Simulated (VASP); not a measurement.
Here is a VASP 6.6.1 calculation.

The input INCAR:

```
SYSTEM = Te
ALGO     = Normal         ! electronic algorithm
EDIFF    = 1E-6           ! SCF threshold, eV
ENCUT    = 520            ! plane-wave cutoff, eV
GGA      = PS             ! functional
ISIF     = 2              ! what is computed and relaxed
ISMEAR   = -1             ! smearing method
LASPH    = .True.         ! aspherical terms in the spheres
LCHARG   = .False.        ! write CHGCAR
LREAL    = .False.        ! projectors in reciprocal space
LWAVE    = .False.        ! write WAVECAR
NBANDS   = 9              ! bands
NELM     = 60             ! most SCF steps
PREC     = Accurate       ! precision mode
SIGMA    = 0.05           ! smearing width, eV
```

The input KPOINTS:

```
k-points
0
Gamma
  9 9 9
  0 0 0
```

POSCAR

```
Te
1.0
    2.3059043427      1.3313144930      1.6909537039
   -2.3059043427      1.3313144930      1.6909537039
    0.0000000000     -2.6626289860      1.6909537039
Te
1
Direct
    0.5000000000      0.5000000000      0.5000000000
```

Potentials or basis: VASP PAW PBE potentials, release 64 (Te).

Run with:

```sh
$ cat potpaw_PBE.64/Te/POTCAR > POTCAR
$ mpirun -np 1 vasp_std > vasp.out
```

(1) Estimate the band gap on the k mesh.

(2) What does it give for the pressure?

Answers

(1) zero (band 3 reaches 9.37 eV, above the bottom of band 4 at 4.46 eV).

(2) 0.0 GPa.

Caveat: the PAW data sets were made with another functional, which shifts forces and pressure a little; spin-orbit coupling is left out, which moves the levels of the heavy elements.
